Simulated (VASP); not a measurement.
Crystal: Be2SbP3.

```
Be Sb P
1.0
     4.02811    0.00000    0.00000
    -2.01405    3.48844    0.00000
     0.00000    0.00000    8.26507
Be Sb P
2 1 3
Cartesian
  0.0000 2.3256 5.5476
  0.0000 2.3256 2.5278
  0.0000 0.0000 5.6710
  2.0141 1.1628 2.5118
  2.0141 1.1628 0.3100
  0.0000 0.0000 8.2271
```

The cell was generated, and may not be a known phase.

| Item | Value |
| --- | --- |
| Program | VASP 6.6.1 |
| Task | relaxation of cell and atoms |
| Functional | PBE |
| Potentials or basis | VASP PAW PBE potentials, release 64 (Be, Sb, P) |
| Cutoff | 600 eV |
| k mesh | 12 × 12 × 6 |
| Occupations | gaussian, width 0.1 eV |
| Spin | no spin polarisation |

At the start: pressure -0.2 GPa; volume 19.36 Å³/atom.

Task: Where does the relaxation end?

Result: Over 23 steps the energy falls by 3.7 meV/atom and the volume is 19.14 Å³/atom (-1.1 %); space group P3m1 (No. 156, to 0.1 Å) before and after.

Step by step:
| step | energy change (eV) | largest force (eV/Å) | pressure (GPa) | volume (Å³) |
| --- | --- | --- | --- | --- |
| 1 | 0.0000 | 0.1981 | -0.19 | 116.14 |
| 2 | -0.0069 | 0.1432 | 0.14 | 115.75 |
| 3 | -0.0095 | 0.1291 | 0.52 | 115.34 |
| 4 | -0.0137 | 0.0785 | 0.05 | 116.33 |
| 5 | -0.0139 | 0.0698 | -0.11 | 116.65 |
| 6 | -0.0148 | 0.0645 | -0.07 | 116.52 |
| 7 | -0.0160 | 0.1043 | 0.05 | 116.19 |
| 8 | -0.0167 | 0.0812 | 0.03 | 116.17 |
| 9 | -0.0183 | 0.0526 | -0.06 | 116.12 |
| 10 | -0.0188 | 0.1235 | -0.22 | 116.01 |
| 11 | -0.0190 | 0.0989 | -0.16 | 116.04 |
| 12 | -0.0195 | 0.0740 | -0.14 | 115.91 |
| 13 | -0.0201 | 0.1203 | -0.05 | 115.52 |
| 14 | -0.0206 | 0.1012 | -0.02 | 115.37 |
| 15 | -0.0213 | 0.0446 | 0.07 | 114.92 |
| 16 | -0.0214 | 0.0464 | 0.09 | 114.83 |
| 17 | -0.0217 | 0.0485 | 0.01 | 114.93 |
| 18 | -0.0217 | 0.0567 | -0.06 | 115.00 |
| 19 | -0.0219 | 0.0184 | -0.03 | 114.95 |
| 20 | -0.0219 | 0.0171 | -0.03 | 114.94 |
| 21 | -0.0220 | 0.0134 | 0.01 | 114.87 |
| 22 | -0.0220 | 0.0104 | 0.04 | 114.81 |
| 23 | -0.0220 | 0.0094 | 0.02 | 114.85 |

Final structure:
```xyz
6
Lattice="4.0020 0.0000 0.0000 -2.0010 3.4659 0.0000 0.0000 0.0000 8.2805" Properties=species:S:1:pos:R:3 pbc="T T T"
Be    0.0000    2.3106    5.4334
Be    0.0000    2.3106    2.6422
Sb    0.0000    0.0000    5.6509
P     2.0010    1.1553    2.5502
P     2.0010    1.1553    0.3515
P     0.0000    0.0000    8.2133
```
